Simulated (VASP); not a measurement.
# AlN (F-43m) in VASP: a series of runs

AlN is run at these levels: LDA; tasks: single point.

All numbers are computed with VASP 6.6.1; they aren't measurements. Logs are shortened: lines on timing, memory, paths and dates and some standing lists are left out, and cuts for length are marked.

**1. The cell of the first run**

It takes space group F-43m (No. 216, cubic). Conventional cell: a = 4.356 Å, b = 4.356 Å, c = 4.356 Å, α = 90.00°, β = 90.00°, γ = 90.00°. Al (site symmetry -43m) has 4 N at 1.89 Å within 2.5 Å. Within 2.5 Å of N (site symmetry -43m) lie 4 Al at 1.89 Å.

**2. Single point, LDA**

The input, INCAR:

```
SYSTEM = AlN
ALGO     = Normal         ! electronic algorithm
EDIFF    = 1E-6           ! SCF threshold, eV
ENCUT    = 520            ! plane-wave cutoff, eV
ISIF     = 2              ! what is computed and relaxed
ISMEAR   = 0              ! smearing method
LASPH    = .True.         ! aspherical terms in the spheres
LCHARG   = .False.        ! write CHGCAR
LREAL    = .False.        ! projectors in reciprocal space
LWAVE    = .False.        ! write WAVECAR
NBANDS   = 11             ! bands
NELM     = 80             ! most SCF steps
PREC     = Accurate       ! precision mode
SIGMA    = 0.01           ! smearing width, eV
```

The input, KPOINTS:

```
k-points
0
Gamma
  10 10 10
  0 0 0
```

The input, POSCAR:

```
AlN
1.0
    2.1781611257      2.1781611257      0.0000000000
   -2.1781611257      2.1781611257      0.0000000000
    0.0000000000      2.1781611257      2.1781611257
Al N
1 1
Direct
    0.0000000000      0.0000000000      0.0000000000
    0.2500000000      0.7500000000      0.5000000000
```

Potentials or basis: VASP PAW LDA potentials, release 64 (Al, N).

Launch:

```
$ cat potpaw_LDA.64/Al/POTCAR potpaw_LDA.64/N/POTCAR > POTCAR
$ mpirun -np 1 vasp_std > vasp.out
```

OUTCAR:

```text
SYSTEM = AlN
   EDIFF = 1E-6
   ENCUT = 520
   ISIF = 2
   ISMEAR = 0
   LASPH = .True.
   LREAL = .False.
   NELM = 80
   PREC = Accurate

 ion  position               nearest neighbor table
   1  0.000  0.000  0.000-   2 1.89   2 1.89   2 1.89   2 1.89
   2  0.250  0.750  0.500-   1 1.89   1 1.89   1 1.89   1 1.89

  LATTYP: Found a face centered cubic cell.
 ALAT       =     4.3563222514

  Lattice vectors:

 A1 = (   0.0000000000,   2.1781611257,   2.1781611257)
 A2 = (   2.1781611257,   0.0000000000,   2.1781611257)
 A3 = (   2.1781611257,   2.1781611257,   0.0000000000)

Analysis of symmetry for initial positions (statically):
=====================================================================
 Subroutine PRICEL returns:
 Original cell was already a primitive cell.

 Routine SETGRP: Setting up the symmetry group for a
 face centered cubic supercell.

 Subroutine GETGRP returns: Found 24 space group operations
 (whereof 24 operations were pure point group operations)
 out of a pool of 48 trial point group operations.

The static configuration has the point symmetry T_d .

Analysis of symmetry for dynamics (positions and initial velocities):
=====================================================================
 Subroutine PRICEL returns:
 Original cell was already a primitive cell.

 Routine SETGRP: Setting up the symmetry group for a
 face centered cubic supercell.

 Subroutine GETGRP returns: Found 24 space group operations
 (whereof 24 operations were pure point group operations)
 out of a pool of 48 trial point group operations.

The dynamic configuration has the point symmetry T_d .

 Subroutine INISYM returns: Found 24 space group operations
 (whereof 24 operations are pure point group operations),
 and found     1 'primitive' translations

----------------------------------------------------------------------------------------

                                     Primitive cell

  volume of cell :      20.6681

  direct lattice vectors                    reciprocal lattice vectors
     2.178161126  2.178161126  0.000000000     0.229551429  0.229551429 -0.229551429
    -2.178161126  2.178161126  0.000000000    -0.229551429  0.229551429 -0.229551429
     0.000000000  2.178161126  2.178161126     0.000000000  0.000000000  0.459102859

  length of vectors
     3.080385005  3.080385005  3.080385005     0.397594739  0.397594739  0.459102859

  position of ions in fractional coordinates (direct lattice)
     0.000000000  0.000000000  0.000000000
     0.250000000  0.750000000  0.500000000

  ion indices of the primitive-cell ions
   primitive index   ion index
                 1           1
                 2           2

----------------------------------------------------------------------------------------

 KPOINTS: k-points

Automatic generation of k-mesh.
 Grid dimensions read from file:
 generate k-points for:   10   10   10

 Generating k-lattice:

  Cartesian coordinates                     Fractional coordinates (reciprocal lattice)
     0.022955143  0.022955143 -0.022955143     0.100000000  0.000000000  0.000000000
    -0.022955143  0.022955143 -0.022955143     0.000000000  0.100000000  0.000000000
     0.000000000  0.000000000  0.045910286     0.000000000  0.000000000  0.100000000

  Length of vectors
     0.039759474  0.039759474  0.045910286

  Shift w.r.t. Gamma in fractional coordinates (k-lattice)
     0.000000000  0.000000000  0.000000000

 Subroutine IBZKPT returns following result:
 ===========================================

 Found     47 irreducible k-points:

 Following reciprocal coordinates:
            Coordinates               Weight
  0.000000  0.000000  0.000000      1.000000
  0.100000  0.000000  0.000000      8.000000
  0.200000  0.000000  0.000000      8.000000
  0.300000  0.000000  0.000000      8.000000
  0.400000  0.000000  0.000000      8.000000
  0.500000  0.000000  0.000000      4.000000
[... 16 lines left out ...]
  0.300000  0.300000  0.000000     12.000000
  0.400000  0.300000  0.000000     24.000000
 [... further k-points ...]
   k-points           NKPTS =     47   k-points in BZ     NKDIM =     47   number of bands    NBANDS=     11
   number of dos      NEDOS =    301   number of ions     NIONS =      2
   total plane-waves  NPLWV =  13824
   dimension x,y,z NGX =    24 NGY =   24 NGZ =   24
   dimension x,y,z NGXF=    48 NGYF=   48 NGZF=   48
   ions per type =               1   1
   NGX,Y,Z   is equivalent  to a cutoff of  12.95, 12.95, 12.95 a.u.
   NGXF,Y,Z  is equivalent  to a cutoff of  25.91, 25.91, 25.91 a.u.
 SYSTEM =  AlN
   PREC   = accura    normal or accurate (medium, high low for compatibility)
   ISTART =      0    job   : 0-new  1-cont  2-samecut
   ICHARG =      2    charge: 1-file 2-atom 10-const
   ISPIN  =      1    spin polarized calculation?
   LNONCOLLINEAR =      F non collinear calculations
   LSORBIT =      F    spin-orbit coupling
   LASPH  =      T    aspherical Exc in radial PAW
   ENCUT  =  520.0 eV  38.22 Ry    6.18 a.u.   5.73  5.73  5.73*2*pi/ulx,y,z
   NELM   =     80;   NELMIN=  2; NELMDL= -5     # of ELM steps
   EDIFF  = 0.1E-05   stopping-criterion for ELM
   LREAL  =      F    real-space projection
   EDIFFG = 0.1E-04   stopping-criterion for IOM
   NSW    =      0    number of steps for IOM
   IBRION =     -1    ionic relax: 0-MD 1-quasi-New 2-CG
   NFREE  =      0    steps in history (QN), initial steepest desc. (CG)
   ISIF   =      2    stress and relaxation
   ISYM   =      2    0-nonsym 1-usesym 2-fastsym
   POTIM  = 0.5000    time-step for ionic-motion
   TEBEG  =    0.0;   TEEND  =   0.0 temperature during run
   PSTRESS=    0.0 pullay stress
   NELECT =       8.0000    total number of electrons
   NUPDOWN=      -1.0000    fix difference up-down
   EMIN   =  10.00;   EMAX   =-10.00  energy-range for DOS
   EFERMI =   0.00;   METHOD = LEGACY
   ISMEAR =     0;   SIGMA  =   0.01  broadening in eV -4-tet -1-fermi 0-gaus
   EFERMI_NEDOS =   21; number of points for ismear=-14 and -15
   IALGO  =     38    algorithm
   IMIX   =      4    mixing-type and parameters
     AMIX     =   0.40;   BMIX     =  1.00
     AMIX_MAG =   1.60;   BMIX_MAG =  1.00
  volume/ion in A,a.u.               =      10.33        69.74
  Fermi-wavevector in a.u.,A,eV,Ry     =   1.193085  2.254604 19.367247  1.423453
  Thomas-Fermi vector in A             =   2.329108
   LORBIT       =      0    0 simple, 1 ext, 2 COOP (PROOUT), +10 PAW based schemes
   GGA     = CA    functional components
   LHFCALC =     F    Hartree Fock is set to
   AEXX    =    0.0000 exact exchange contribution
   IVDW    =     0    specifies the selected vdW correction
   LEPSILON=     F    determine dielectric tensor
   LRPA    =     F    only Hartree local field effects (RPA)
 non-spin polarized calculation
 Gauss-broadening in eV      SIGMA  =   0.01
  energy-cutoff  :      520.00
  volume of cell :       20.67
 maximum number of plane-waves:       568
   NGX = 11   NGY = 11   NGZ = 11

 number of electron       8.0000001 magnetization

 Free energy of the ion-electron system (eV)
  ---------------------------------------------------
  ext. energy  EPLUGINS =         0.00000000
  ---------------------------------------------------
  free energy    TOTEN  =       -16.37507962 eV

  energy without entropy =      -16.37507962  energy(sigma->0) =      -16.37507962

 E-fermi :   5.8293     XC(G=0): -11.3012

 val. band max:        5.7843946131   @ k =   0.0000   0.0000   0.0000
 cond. band min:       9.0108760042   @ k =   0.5000   0.5000   0.0000
 fundamental gap:      3.2264813911
 Fermi energy:         5.8293343734

 k-point     1 :       0.0000    0.0000    0.0000
  band No.  band energies     occupation
      1      -9.0856      2.00000
      2       5.7844      2.00000
      3       5.7844      2.00000
      4       5.7844      2.00000
      5      10.0908      0.00000
      6      18.1969      0.00000
      7      18.1969      0.00000
      8      18.1969      0.00000
      9      23.3715      0.00000
     10      23.3715      0.00000
     11      24.7716      0.00000

 k-point     2 :       0.1000    0.0000    0.0000
  band No.  band energies     occupation
      1      -8.9347      2.00000
      2       4.9784      2.00000
      3       5.7320      2.00000
      4       5.7320      2.00000
      5      10.7321      0.00000
      6      17.8154      0.00000
      7      18.3308      0.00000
      8      18.3308      0.00000
      9      22.1125      0.00000
     10      22.1125      0.00000
     11      23.9746      0.00000

 k-point     3 :       0.2000    0.0000    0.0000
  band No.  band energies     occupation
      1      -8.5039      2.00000
      2       3.3646      2.00000
      3       5.6014      2.00000
      4       5.6014      2.00000
      5      11.8233      0.00000
      6      17.0352      0.00000
      7      18.2660      0.00000
      8      18.2660      0.00000
      9      21.5727      0.00000
     10      21.5727      0.00000
     11      23.1094      0.00000

 k-point     4 :       0.3000    0.0000    0.0000
  band No.  band energies     occupation
      1      -7.8736      2.00000
      2       1.6917      2.00000
      3       5.4519      2.00000
      4       5.4519      2.00000
      5      12.6249      0.00000
      6      16.3076      0.00000
      7      17.6120      0.00000
      8      17.6120      0.00000
      9      22.6186      0.00000
     10      22.6186      0.00000
     11      22.9171      0.00000
[... 239 lines left out ...]
 k-point    22 :      -0.2000    0.2000    0.0000
  band No.  band energies     occupation
      1      -8.3128      2.00000
      2       3.5943      2.00000
      3       5.0720      2.00000
      4       5.0720      2.00000
      5      11.9277      0.00000
      6      16.4420      0.00000
      7      17.5847      0.00000
      8      19.2116      0.00000
      9      19.2116      0.00000
     10      24.5788      0.00000
     11      27.1887      0.00000

 k-point    23 :       0.3000    0.3000    0.0000
  band No.  band energies     occupation
      1      -6.6210      2.00000
      2       1.2375      2.00000
      3       2.4826      2.00000
      4       4.9079      2.00000
      5      12.5055      0.00000
      6      15.5386      0.00000
      7      17.8564      0.00000
      8      18.6088      0.00000
      9      22.8716      0.00000
     10      23.0540      0.00000
     11      29.0984      0.00000

 k-point    24 :       0.4000    0.3000    0.0000
  band No.  band energies     occupation
      1      -6.3997      2.00000
      2       1.1642      2.00000
      3       2.4053      2.00000
      4       4.5791      2.00000
      5      11.5067      0.00000
      6      15.8311      0.00000
      7      18.3423      0.00000
      8      19.2187      0.00000
      9      21.4238      0.00000
     10      24.9105      0.00000
     11      29.8368      0.00000

 [... further k-points ...]

------------------------ aborting loop because EDIFF is reached ----------------------------------------

  FORCE on cell =-STRESS in cart. coord.  units (eV):
  Direction    XX          YY          ZZ          XY          YZ          ZX
  --------------------------------------------------------------------------------------
  -------------------------------------------------------------------------------------
  Total       -0.1809640     -0.1809640     -0.1809640      0.0000000      0.0000000     -0.0000000
  in kB      -14.0282259    -14.0282259    -14.0282259      0.0000000      0.0000000     -0.0000000
  external PRESSURE =     -14.0282259 kB  Pullay stress =       0.0000000 kB

 VOLUME and BASIS-vectors are now :
 -----------------------------------------------------------------------------
  energy-cutoff  :      520.00
  volume of cell :       20.67
      direct lattice vectors                 reciprocal lattice vectors
     2.178161126  2.178161126  0.000000000     0.229551429  0.229551429 -0.229551429
    -2.178161126  2.178161126  0.000000000    -0.229551429  0.229551429 -0.229551429
     0.000000000  2.178161126  2.178161126     0.000000000  0.000000000  0.459102859

 POSITION                                       TOTAL-FORCE (eV/Angst)
 -----------------------------------------------------------------------------------
      0.00000      0.00000      0.00000        -0.000000      0.000000      0.000000
     -1.08908      3.26724      1.08908         0.000000      0.000000      0.000000
 -----------------------------------------------------------------------------------
    total drift:                                0.000000      0.000000      0.000000

  FREE ENERGIE OF THE ION-ELECTRON SYSTEM (eV)
  ---------------------------------------------------
  free  energy   TOTEN  =       -16.3750796230 eV

  energy  without entropy=      -16.3750796230  energy(sigma->0) =      -16.37507962
```

Wall time 4 s (1 thread of Intel Xeon Platinum 8488C (Sapphire Rapids), shared host); peak memory 0.12 GiB.

Results:

```
Free energy            : -16.3751 eV
Pressure               : -1.4 GPa
Band gap on the k mesh : 3.23 eV, indirect (least direct gap 4.31 eV)
```

A k mesh can miss the band edges.

**3. Single point, LDA**

This run uses another cell than the first one, of 10.14 Å³/atom, 0.981 times its volume.

The input, INCAR:

```
PREC = Accurate
ENCUT = 520
EDIFF = 1E-6
ISMEAR = 0
SIGMA = 0.01
LREAL = False
LASPH = True
NELM = 100
ALGO = Normal
ISIF = 2
LWAVE = False
LCHARG = True
LELF = True
LVHAR = True
NBANDS = 11
```

The input, KPOINTS:

```
Automatic mesh
0
Gamma
  10 10 10
```

The input, POSCAR:

```
AlN
1.0
    2.1643823172      2.1643823172      0.0000000000
   -2.1643823172      2.1643823172      0.0000000000
    0.0000000000      2.1643823172      2.1643823172
Al N
1 1
Direct
    0.0000000000      0.0000000000      0.0000000000
    0.2500000000      0.7500000000      0.5000000000
```

Potentials or basis: VASP PAW LDA potentials, release 64 (Al, N).

Launch:

```
$ cat potpaw_LDA.64/Al/POTCAR potpaw_LDA.64/N/POTCAR > POTCAR
$ mpirun -np 1 vasp_std > vasp.out
```

OUTCAR:

```text
PREC = Accurate
   ENCUT = 520
   EDIFF = 1E-6
   ISMEAR = 0
   LREAL = False
   LASPH = True
   NELM = 100
   ISIF = 2

 ion  position               nearest neighbor table
   1  0.000  0.000  0.000-   2 1.87   2 1.87   2 1.87   2 1.87
   2  0.250  0.750  0.500-   1 1.87   1 1.87   1 1.87   1 1.87

  LATTYP: Found a face centered cubic cell.
 ALAT       =     4.3287646344

  Lattice vectors:

 A1 = (   0.0000000000,   2.1643823172,   2.1643823172)
 A2 = (   2.1643823172,   0.0000000000,   2.1643823172)
 A3 = (   2.1643823172,   2.1643823172,   0.0000000000)

Analysis of symmetry for initial positions (statically):
=====================================================================
 Subroutine PRICEL returns:
 Original cell was already a primitive cell.

 Routine SETGRP: Setting up the symmetry group for a
 face centered cubic supercell.

 Subroutine GETGRP returns: Found 24 space group operations
 (whereof 24 operations were pure point group operations)
 out of a pool of 48 trial point group operations.

The static configuration has the point symmetry T_d .

Analysis of symmetry for dynamics (positions and initial velocities):
=====================================================================
[... 164 lines left out ...]

 k-point     1 :       0.0000    0.0000    0.0000
  band No.  band energies     occupation
      1      -9.0157      2.00000
      2       5.9671      2.00000
      3       5.9671      2.00000
      4       5.9671      2.00000
      5      10.4451      0.00000
      6      18.5678      0.00000
      7      18.5678      0.00000
      8      18.5678      0.00000
      9      23.7054      0.00000
     10      23.7054      0.00000
     11      25.1433      0.00000
[... 309 lines left out ...]
 k-point    24 :       0.4000    0.3000    0.0000
  band No.  band energies     occupation
      1      -6.2562      2.00000
      2       1.2896      2.00000
      3       2.5443      2.00000
      4       4.7502      2.00000
      5      11.7353      0.00000
      6      16.1667      0.00000
      7      18.7615      0.00000
      8      19.5676      0.00000
      9      21.8450      0.00000
     10      25.3122      0.00000
     11      30.3375      0.00000

 [... further k-points ...]
[... 5 lines left out ...]
  --------------------------------------------------------------------------------------
  -------------------------------------------------------------------------------------
  Total        0.3375626      0.3375626      0.3375626      0.0000000     -0.0000000     -0.0000000
  in kB       26.6706152     26.6706152     26.6706152      0.0000000     -0.0000000     -0.0000000
  external PRESSURE =      26.6706152 kB  Pullay stress =       0.0000000 kB

 VOLUME and BASIS-vectors are now :
 -----------------------------------------------------------------------------
  energy-cutoff  :      520.00
  volume of cell :       20.28
      direct lattice vectors                 reciprocal lattice vectors
     2.164382317  2.164382317  0.000000000     0.231012791  0.231012791 -0.231012791
    -2.164382317  2.164382317  0.000000000    -0.231012791  0.231012791 -0.231012791
     0.000000000  2.164382317  2.164382317     0.000000000  0.000000000  0.462025582

 POSITION                                       TOTAL-FORCE (eV/Angst)
 -----------------------------------------------------------------------------------
      0.00000      0.00000      0.00000         0.000000     -0.000000      0.000000
     -1.08219      3.24657      1.08219        -0.000000      0.000000      0.000000
 -----------------------------------------------------------------------------------
    total drift:                                0.000000      0.000000      0.000000

  FREE ENERGIE OF THE ION-ELECTRON SYSTEM (eV)
  ---------------------------------------------------
  free  energy   TOTEN  =       -16.3733781426 eV

  energy  without entropy=      -16.3733781426  energy(sigma->0) =      -16.37337814
```

OSZICAR:

```text
N       E                     dE             d eps       ncg     rms          rms(c)
DAV:   1     0.684672648303E+01    0.68467E+01   -0.37992E+03  1082   0.598E+02
DAV:   2    -0.182996451553E+02   -0.25146E+02   -0.24180E+02  1260   0.126E+02
DAV:   3    -0.189588660588E+02   -0.65922E+00   -0.65849E+00  1283   0.182E+01
DAV:   4    -0.189614931170E+02   -0.26271E-02   -0.26270E-02  1160   0.139E+00
DAV:   5    -0.189615156288E+02   -0.22512E-04   -0.22512E-04  1256   0.121E-01    0.880E+00
DAV:   6    -0.164473220934E+02    0.25142E+01   -0.12708E+01  1154   0.176E+01    0.299E+00
DAV:   7    -0.164027158164E+02    0.44606E-01   -0.11394E-01  1208   0.250E+00    0.199E+00
DAV:   8    -0.163739503473E+02    0.28765E-01   -0.30888E-02  1175   0.157E+00    0.402E-01
DAV:   9    -0.163733648967E+02    0.58545E-03   -0.21075E-03  1199   0.279E-01    0.188E-01
DAV:  10    -0.163733820179E+02   -0.17121E-04   -0.11835E-04  1187   0.755E-02    0.580E-02
DAV:  11    -0.163733781743E+02    0.38436E-05   -0.38852E-06  1196   0.159E-02    0.100E-02
DAV:  12    -0.163733781426E+02    0.31692E-07   -0.69066E-08   673   0.201E-03
   1 F= -.16373378E+02 E0= -.16373378E+02  d E =-.421827E-69
```

It took 4.2 s on 1 thread of Intel Xeon Platinum 8488C (Sapphire Rapids), shared host; peak memory 0.12 GiB.

What came out:

| Property | Result |
| --- | --- |
| Free energy | -16.3734 eV |
| Pressure | 2.7 GPa |
| Band gap on the k mesh | 3.23 eV, indirect (least direct gap 4.48 eV) |

Levels at points of the mesh, in eV from the valence-band top:
```
           k point  band 1  band 2  band 3  band 4  band 5  band 6  band 7  band 8  band 9
(0.00, 0.00, 0.00)  -14.98    0.00    0.00    0.00    4.48   12.60   12.60   12.60   17.74
(0.50, 0.00, 0.00)  -12.78   -6.02   -0.49   -0.49    7.52    9.95   11.13   11.13   18.10
(0.50, 0.50, 0.00)  -12.09   -5.04   -1.82   -1.82    3.23    8.57   14.12   15.82   15.82
```

(Continued in part 2 of 2.)
